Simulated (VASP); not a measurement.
The system is B.

```
B
1.0
     0.00000    2.06831    2.06831
     2.06831    0.00000    2.06831
     2.06831    2.06831    0.00000
B
2
Cartesian
  0.5171 0.5171 0.5171
  3.6195 3.6195 3.6195
```

| Quantity | Value |
| --- | --- |
| Program | VASP 6.6.1 |
| Task | relaxation of cell and atoms |
| Functional | revPBE |
| Potentials or basis | VASP PAW PBE potentials, release 64 (B) |
| Cutoff | 600 eV |
| k mesh | 13 × 13 × 13 |
| Occupations | fermi-dirac, width 0.1 eV |
| Spin | no spin polarisation |

At the start: pressure -7.6 GPa; volume 8.85 Å³/atom.

Problem. Where does the relaxation end?

Solution. Over 3 steps the energy falls by 10.1 meV/atom and the volume is 8.43 Å³/atom (-4.7 %); space group Fd-3m (No. 227, to 0.05 Å).

The path:
| step | energy change (eV) | largest force (eV/Å) | pressure (GPa) | volume (Å³) |
| --- | --- | --- | --- | --- |
| 1 | 0.0000 | 0.0000 | -7.56 | 17.70 |
| 2 | -0.0187 | 0.0000 | 2.33 | 16.65 |
| 3 | -0.0202 | 0.0000 | 0.02 | 16.87 |

Final structure:
```xyz
2
Lattice="0.0000 2.0355 2.0355 2.0355 0.0000 2.0355 2.0355 2.0355 0.0000" Properties=species:S:1:pos:R:3 pbc="T T T"
B     0.5089    0.5089    0.5089
B     3.5622    3.5622    3.5622
```

Caveat: the PAW data sets were made with another functional, which shifts forces and pressure a little.
